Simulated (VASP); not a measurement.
# MgH8Cl2O4 in VASP: single point with r2SCAN+D3(BJ)

Aim: the single point of MgH8Cl2O4 with r2SCAN+D3(BJ).

Everything below comes from runs of VASP 6.6.1. Logs are shortened: lines on timing, memory, paths and dates and some standing lists are left out, and cuts for length are marked.

### 1 The cell of the first run

The cell holds a disordered packing, 15 atoms: a = 5.708 Å, b = 5.708 Å, c = 5.708 Å, α = 90.00°, β = 90.00°, γ = 90.00°.

### 2 Single point, r2SCAN+D3(BJ)

POSCAR

```
MgH8Cl2O4
1.0
    5.7082670000      0.0000000000      0.0000000000
    0.0000000000      5.7082670000      0.0000000000
    0.0000000000      0.0000000000      5.7082670000
O H Mg Cl
4 8 1 2
Direct
    0.0441808526      0.7350404953      0.7804457716
    0.7247076564      0.5831042720      0.4209859556
    0.8891554421     -0.0072584565      0.2024009090
    0.7449025912      0.3643742375      0.9099302348
    0.1640690353      0.6171252273      0.8109277665
    0.1380183123      0.8637753176      0.7127454894
    0.8393842982      0.6030119902      0.5462000371
    0.5971940163      0.6931426362      0.4634146186
    1.0384502638      0.0725361896      0.2334008878
    0.7796766748      0.0374319785      0.3282963614
    0.6132843194      0.3169807630      0.8121969871
    0.7971137517      0.2179520040      0.9816180766
    0.8759767113      0.6393415727      0.1043110999
    0.2253390357      0.4463050710      0.1831306312
    0.4581019388      0.0123643018      0.5725510734
```

INCAR.step1

```
SYSTEM = MgH8Cl2O4
  PREC = Accurate
  ENCUT = 680
  ISMEAR = -1
  SIGMA = 0.05
  LREAL = Auto
  LASPH = .True.
  NELM = 120
  NBANDS = 41
  GGA = PE
  ALGO = Normal
  EDIFF = 1E-5
  LWAVE = .True.
  LCHARG = .False.
  GGA_COMPAT = .False.
```

INCAR.step2

```
SYSTEM = MgH8Cl2O4
  PREC = Accurate
  ENCUT = 680
  EDIFF = 1E-6
  ISMEAR = -1
  SIGMA = 0.05
  LREAL = Auto
  LASPH = .True.
  NELM = 120
  ALGO = Normal
  ISIF = 2
  LWAVE = .False.
  LCHARG = .False.
  METAGGA = R2SCAN
  LMIXTAU = .True.
  IVDW = 12
  VDW_S6 = 1.0
  VDW_S8 = 0.78981345
  VDW_A1 = 0.49484001
  VDW_A2 = 5.73083694
  NBANDS = 41
  ISTART = 1
  GGA_COMPAT = .False.
```

KPOINTS

```
regular mesh
0
Gamma
  1 1 1
  0 0 0
```

Potentials or basis: VASP PAW PBE potentials, release 64 (O, H, Mg_sv, Cl).

Command:

```sh
$ cat potpaw_PBE.64/O/POTCAR potpaw_PBE.64/H/POTCAR potpaw_PBE.64/Mg_sv/POTCAR potpaw_PBE.64/Cl/POTCAR > POTCAR
$ cp INCAR.step1 INCAR
$ mpirun -np 1 vasp_gam > vasp.out
$ cp INCAR.step2 INCAR
$ mpirun -np 1 vasp_gam > vasp.out
```

OUTCAR:

```text
SYSTEM = MgH8Cl2O4
   PREC = Accurate
   ENCUT = 680
   EDIFF = 1E-6
   ISMEAR = -1
   LREAL = Auto
   LASPH = .True.
   NELM = 120
   ISIF = 2
   METAGGA = R2SCAN
   IVDW = 12
   ISTART = 1
 IVDW          = 12

 ion  position               nearest neighbor table
   1  0.044  0.735  0.780-   5 0.98   6 0.99
   2  0.725  0.583  0.421-   7 0.98   8 0.99  13 2.03
   3  0.889  0.993  0.202-   9 0.98  10 0.99  13 2.09
   4  0.745  0.364  0.910-  11 0.97  12 0.98  13 2.06
   5  0.164  0.617  0.811-   1 0.98
   6  0.138  0.864  0.713-   1 0.99
   7  0.839  0.603  0.546-   2 0.98
   8  0.597  0.693  0.463-   2 0.99
   9  0.038  0.073  0.233-   3 0.98
  10  0.780  0.037  0.328-   3 0.99
  11  0.613  0.317  0.812-   4 0.97
  12  0.797  0.218  0.982-   4 0.98
  13  0.876  0.639  0.104-   2 2.03   4 2.06   3 2.09  14 2.32
  14  0.225  0.446  0.183-  13 2.32
  15  0.458  0.012  0.573-

  LATTYP: Found a simple cubic cell.
 ALAT       =     5.7082670000

  Lattice vectors:

 A1 = (   5.7082670000,   0.0000000000,   0.0000000000)
 A2 = (   0.0000000000,   5.7082670000,   0.0000000000)
 A3 = (   0.0000000000,   0.0000000000,   5.7082670000)

Analysis of symmetry for initial positions (statically):
=====================================================================
 Subroutine PRICEL returns:
 Original cell was already a primitive cell.

 Routine SETGRP: Setting up the symmetry group for a
 simple cubic supercell.

 Subroutine GETGRP returns: Found  1 space group operations
 (whereof  1 operations were pure point group operations)
 out of a pool of 48 trial point group operations.

The static configuration has the point symmetry C_1 .

Analysis of symmetry for dynamics (positions and initial velocities):
=====================================================================
 Subroutine PRICEL returns:
 Original cell was already a primitive cell.

 Routine SETGRP: Setting up the symmetry group for a
 simple cubic supercell.

 Subroutine GETGRP returns: Found  1 space group operations
 (whereof  1 operations were pure point group operations)
 out of a pool of 48 trial point group operations.

The dynamic configuration has the point symmetry C_1 .

 Subroutine INISYM returns: Found  1 space group operations
 (whereof  1 operations are pure point group operations),
 and found     1 'primitive' translations

----------------------------------------------------------------------------------------

                                     Primitive cell

  volume of cell :     186.0000

  direct lattice vectors                    reciprocal lattice vectors
     5.708267000  0.000000000  0.000000000     0.175184517  0.000000000  0.000000000
     0.000000000  5.708267000  0.000000000     0.000000000  0.175184517  0.000000000
     0.000000000  0.000000000  5.708267000     0.000000000  0.000000000  0.175184517

  length of vectors
     5.708267000  5.708267000  5.708267000     0.175184517  0.175184517  0.175184517

  position of ions in fractional coordinates (direct lattice)
     0.044180853  0.735040495  0.780445772
     0.724707656  0.583104272  0.420985956
     0.889155442  0.992741544  0.202400909
     0.744902591  0.364374238  0.909930235
     0.164069035  0.617125227  0.810927767
     0.138018312  0.863775318  0.712745489
     0.839384298  0.603011990  0.546200037
     0.597194016  0.693142636  0.463414619
     0.038450264  0.072536190  0.233400888
     0.779676675  0.037431979  0.328296361
     0.613284319  0.316980763  0.812196987
     0.797113752  0.217952004  0.981618077
     0.875976711  0.639341573  0.104311100
     0.225339036  0.446305071  0.183130631
     0.458101939  0.012364302  0.572551073

  ion indices of the primitive-cell ions
   primitive index   ion index
                 1           1
                 2           2
                 3           3
                 4           4
                 5           5
                 6           6
                 7           7
                 8           8
                 9           9
                10          10
                11          11
                12          12
                13          13
                14          14
                15          15

----------------------------------------------------------------------------------------

 KPOINTS: regular mesh

Automatic generation of k-mesh.
 Grid dimensions read from file:
 generate k-points for:    1    1    1

 Generating k-lattice:

  Cartesian coordinates                     Fractional coordinates (reciprocal lattice)
     0.175184517  0.000000000  0.000000000     1.000000000  0.000000000  0.000000000
     0.000000000  0.175184517  0.000000000     0.000000000  1.000000000  0.000000000
     0.000000000  0.000000000  0.175184517     0.000000000  0.000000000  1.000000000

  Length of vectors
     0.175184517  0.175184517  0.175184517

  Shift w.r.t. Gamma in fractional coordinates (k-lattice)
     0.000000000  0.000000000  0.000000000

 Subroutine IBZKPT returns following result:
 ===========================================

 Found      1 irreducible k-points:

 Following reciprocal coordinates:
            Coordinates               Weight
  0.000000  0.000000  0.000000      1.000000
   k-points           NKPTS =      1   k-points in BZ     NKDIM =      1   number of bands    NBANDS=     41
   number of dos      NEDOS =    301   number of ions     NIONS =     15
   total plane-waves  NPLWV = 125000
   dimension x,y,z NGX =    50 NGY =   50 NGZ =   50
   dimension x,y,z NGXF=   100 NGYF=  100 NGZF=  100
   ions per type =               4   8   1   2
   NGX,Y,Z   is equivalent  to a cutoff of  14.56, 14.56, 14.56 a.u.
   NGXF,Y,Z  is equivalent  to a cutoff of  29.12, 29.12, 29.12 a.u.
 SYSTEM =  MgH8Cl2O4
   PREC   = accura    normal or accurate (medium, high low for compatibility)
   ISTART =      1    job   : 0-new  1-cont  2-samecut
   ICHARG =      0    charge: 1-file 2-atom 10-const
   ISPIN  =      1    spin polarized calculation?
   LNONCOLLINEAR =      F non collinear calculations
   LSORBIT =      F    spin-orbit coupling
   LASPH  =      T    aspherical Exc in radial PAW
   ENCUT  =  680.0 eV  49.98 Ry    7.07 a.u.  12.14 12.14 12.14*2*pi/ulx,y,z
   NELM   =    120;   NELMIN=  2; NELMDL=  0     # of ELM steps
   EDIFF  = 0.1E-05   stopping-criterion for ELM
   LREAL  =      T    real-space projection
   EDIFFG = 0.1E-04   stopping-criterion for IOM
   NSW    =      0    number of steps for IOM
   IBRION =     -1    ionic relax: 0-MD 1-quasi-New 2-CG
   NFREE  =      0    steps in history (QN), initial steepest desc. (CG)
   ISIF   =      2    stress and relaxation
   ISYM   =      2    0-nonsym 1-usesym 2-fastsym
   POTIM  = 0.5000    time-step for ionic-motion
   TEBEG  =    0.0;   TEEND  =   0.0 temperature during run
   PSTRESS=    0.0 pullay stress
   NELECT =      56.0000    total number of electrons
   NUPDOWN=      -1.0000    fix difference up-down
   EMIN   =  10.00;   EMAX   =-10.00  energy-range for DOS
   EFERMI =   0.00;   METHOD = LEGACY
   ISMEAR =    -1;   SIGMA  =   0.05  broadening in eV -4-tet -1-fermi 0-gaus
   EFERMI_NEDOS =   21; number of points for ismear=-14 and -15
   IALGO  =     38    algorithm
   IMIX   =      4    mixing-type and parameters
     AMIX     =   0.40;   BMIX     =  1.00
     AMIX_MAG =   1.60;   BMIX_MAG =  1.00
  volume/ion in A,a.u.               =      12.40        83.68
  Fermi-wavevector in a.u.,A,eV,Ry     =   1.097236  2.073475 16.380408  1.203926
  Thomas-Fermi vector in A             =   2.233592
   LORBIT       =      0    0 simple, 1 ext, 2 COOP (PROOUT), +10 PAW based schemes
   METAGGA = R2SCAN    functional components
   LHFCALC =     F    Hartree Fock is set to
   AEXX    =    0.0000 exact exchange contribution
   IVDW    =    12    specifies the selected vdW correction
   LEPSILON=     F    determine dielectric tensor
   LRPA    =     F    only Hartree local field effects (RPA)
 non-spin polarized calculation
  energy-cutoff  :      680.00
  volume of cell :      186.00
 maximum number of plane-waves:      3749
 NGX is ok and might be reduce to    50
   NGX = 25   NGY = 25   NGZ = 25

 number of electron      56.0000009 magnetization

 Free energy of the ion-electron system (eV)
  ---------------------------------------------------
  ext. energy  EPLUGINS =         0.00000000
  ---------------------------------------------------
  free energy    TOTEN  =       -86.02787910 eV

  energy without entropy =      -86.02787910  energy(sigma->0) =      -86.02787910

 E-fermi :  -0.7435     XC(G=0):  -7.8628

 val. band max:       -2.0099336950   @ k =   0.0000   0.0000   0.0000
 cond. band min:       2.6743600032   @ k =   0.0000   0.0000   0.0000
 fundamental gap:      4.6842936982
 Fermi energy:        -0.7435143808

 k-point     1 :       0.0000    0.0000    0.0000
  band No.  band energies     occupation
      1     -78.3411      2.00000
      2     -43.5033      2.00000
      3     -43.4467      2.00000
      4     -43.4343      2.00000
      5     -23.5497      2.00000
      6     -23.1972      2.00000
[... 32 lines left out ...]
     39       9.2978      0.00000
     40       9.6198      0.00000
 [bands above 40 left out]

------------------------ aborting loop because EDIFF is reached ----------------------------------------

 Edisp (eV)   -0.48570

 E8    (eV) :    -0.1013

  FORCE on cell =-STRESS in cart. coord.  units (eV):
  Direction    XX          YY          ZZ          XY          YZ          ZX
  --------------------------------------------------------------------------------------
  -------------------------------------------------------------------------------------
  Total      -1.67724    -1.23476    -1.10800    -0.99367    -1.25207     0.43216
  in kB     -14.44754   -10.63604    -9.54414    -8.55930   -10.78515     3.72256
  external pressure =      -11.54 kB  Pullay stress =        0.00 kB

 VOLUME and BASIS-vectors are now :
 -----------------------------------------------------------------------------
  energy-cutoff  :      680.00
  volume of cell :      186.00
      direct lattice vectors                 reciprocal lattice vectors
     5.708267000  0.000000000  0.000000000     0.175184517  0.000000000  0.000000000
     0.000000000  5.708267000  0.000000000     0.000000000  0.175184517  0.000000000
     0.000000000  0.000000000  5.708267000     0.000000000  0.000000000  0.175184517

 POSITION                                       TOTAL-FORCE (eV/Angst)
 -----------------------------------------------------------------------------------
      0.25220      4.19581      4.45499        -0.025364     -0.005388     -0.096617
      4.13682      3.32851      2.40310        -0.135944      0.067775     -0.091780
      5.07554      5.66683      1.15536         0.006827      0.067615      0.057830
      4.25210      2.07995      5.19412         0.026701     -0.086382      0.075887
      0.93655      3.52272      4.62899         0.044446     -0.136205     -0.009851
      0.78785      4.93066      4.06854         0.031493      0.068331      0.060079
      4.79143      3.44215      3.11786         0.086543      0.052101      0.009802
      3.40894      3.95664      2.64529         0.066323     -0.096715      0.017823
      0.21948      0.41406      1.33231        -0.079968      0.121552     -0.053523
      4.45060      0.21367      1.87400        -0.049216     -0.047284      0.024905
      3.50079      1.80941      4.63624        -0.033734      0.056609     -0.070563
      4.55014      1.24413      5.60334        -0.011516      0.049935      0.078382
      5.00031      3.64953      0.59544         0.031619      0.020067     -0.111880
      1.28630      2.54763      1.04536         0.019264     -0.130925      0.074541
      2.61497      0.07058      3.26827         0.022526     -0.001087      0.034962
 -----------------------------------------------------------------------------------
    total drift:                                0.018071     -0.030072      0.013892

  FREE ENERGIE OF THE ION-ELECTRON SYSTEM (eV)
  ---------------------------------------------------
  free  energy   TOTEN  =       -86.5135794949 eV

  energy  without entropy=      -86.5135794949  energy(sigma->0) =      -86.51357949
```

Wall time 63 s (1 thread of AMD EPYC 7R13 (Zen 3), shared host); peak memory 0.34 GiB.

What came out:

```yaml
Free_energy: -86.5136 eV
Pressure: -1.2 GPa
Largest_force: 0.177 eV/Å
Dispersion_energy_per_atom: -0.032 eV
```

Forces in eV/Å, atoms in the order of the input:
```
O   -0.025 -0.005 -0.097
O   -0.136  0.068 -0.092
O    0.007  0.068  0.058
O    0.027 -0.086  0.076
H    0.044 -0.136 -0.010
H    0.031  0.068  0.060
H    0.087  0.052  0.010
H    0.066 -0.097  0.018
H   -0.080  0.122 -0.054
H   -0.049 -0.047  0.025
H   -0.034  0.057 -0.071
H   -0.012  0.050  0.078
Mg   0.032  0.020 -0.112
Cl   0.019 -0.131  0.075
Cl   0.023 -0.001  0.035
```

Caveat: the k points lie up to 1.10 Å⁻¹ apart, too coarse for converged energies, forces and pressures; the PAW data sets were made with another functional, which shifts forces and pressure a little.
